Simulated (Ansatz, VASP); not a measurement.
**Two plane-wave programs on Be3CdSe**

```
Be Cd Se
1.0
     4.40706    0.00000    0.00000
     0.00000    4.40706    0.00000
     0.00000    0.00000    4.40706
Be Cd Se
3 1 1
Direct
  0.00000 0.50000 0.50000
  0.50000 0.00000 0.50000
  0.50000 0.50000 0.00000
  0.00000 0.00000 0.00000
  0.50000 0.50000 0.50000
```

Change from the starting cell: species swapped into the RbMgF3 type (Pm-3m, No. 221).

Alike in both runs: functional PBE; k mesh 4 × 4 × 4; occupations gaussian, width 0.1 eV; no spin polarisation.

Ansatz relaxed the structure, and its values are those at the end. VASP's run is a single point on that final structure, the one shown.

|  | VASP | Ansatz |
| --- | --- | --- |
| version | VASP 6.6.1 | Ansatz 0.2.0 |
| potentials or method | VASP PAW PBE potentials, release 64 (Be, Cd, Se), cutoff 520 eV | scalar-relativistic, plane waves, PAW |
| valence electrons in the cell | 24 | 42 |

```tsv
	VASP	Ansatz	Ansatz less VASP
gap on the k mesh at the Fermi level (eV)	none	none	-
pressure (GPa)	0.2	0.1	-0.14
```

A gap of «none» marks a metal or a gap that the smearing closes. VASP's potentials hold 24 valence electrons a cell and Ansatz's 42, so a difference there can come from the potentials and not from the codes.
